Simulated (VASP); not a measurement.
Here is a VASP 6.6.1 calculation.

File INCAR:

```
SYSTEM = CuRe12
PREC     = Accurate       ! precision mode
ENCUT    = 520            ! plane-wave cutoff, eV
EDIFF    = 1E-6           ! SCF threshold, eV
ISMEAR   = -1             ! smearing method
SIGMA    = 0.15           ! smearing width, eV
LREAL    = .FALSE.        ! projectors in reciprocal space
LASPH    = .TRUE.         ! aspherical terms in the spheres
NELM     = 100            ! most SCF steps
ALGO     = Normal         ! electronic algorithm
ISIF     = 2              ! what is computed and relaxed
LWAVE    = .FALSE.        ! write WAVECAR
LCHARG   = .FALSE.        ! write CHGCAR
GGA      = PS             ! functional
NBANDS   = 60             ! bands
```

KPOINTS

```
Automatic mesh
0
G
  2 2 2
  0 0 0
```

The input POSCAR:

```
CuRe12
1.0
    5.5200000000      0.0000000000      0.0000000000
   -4.1400000000      7.1706900000      0.0000000000
    0.0000000000      0.0000000000      4.4574000000
Re Cu
12 1
Direct
   -0.0177662615     -0.0224931524      0.0330366598
    0.1749211114      0.2265946675      0.4449937821
   -0.0362633500      0.2890236739     -0.0906706792
    0.1837256695      0.5783398784      0.5311529765
   -0.0235348560      0.6428236538      0.0224448420
    0.0925589766      0.8497737062      0.5165978988
    0.4680235985     -0.0433491283      0.1200433541
    0.7592625160      0.3045085667      0.3740188371
    0.4704464226      0.3522927374     -0.0159038059
    0.6343755545      0.5612894427      0.5172835945
    0.4846806366      0.6618635140      0.0204804183
    0.6875086335      0.9244479591      0.5650346879
    0.4503653485      0.1103181809      0.7111754340
```

Potentials or basis: VASP PAW PBE potentials, release 64 (Re, Cu).

Command:

```console
$ cat potpaw_PBE.64/Re/POTCAR potpaw_PBE.64/Cu/POTCAR > POTCAR
$ mpirun -np 1 vasp_std > vasp.out
```

Problem. What does it give for the pressure?

Solution. 34.8 GPa.

Problem. What does it give for the largest force?

Solution. 0.181 eV/Å.

Forces on the atoms (eV/Å):
```
Re  -0.009 -0.002  0.012
Re  -0.001 -0.027 -0.032
Re  -0.039  0.008  0.124
Re  -0.043 -0.075 -0.014
Re   0.001  0.001 -0.025
Re  -0.014 -0.052 -0.045
Re   0.074 -0.067  0.087
Re   0.106  0.076 -0.125
Re  -0.037  0.007  0.046
Re  -0.008  0.047  0.031
Re   0.003  0.015 -0.016
Re  -0.044  0.063 -0.086
Cu   0.010  0.009  0.041
```

Caveat: the k points lie up to 0.70 Å⁻¹ apart; the PAW data sets were made with another functional, which shifts forces and pressure a little.
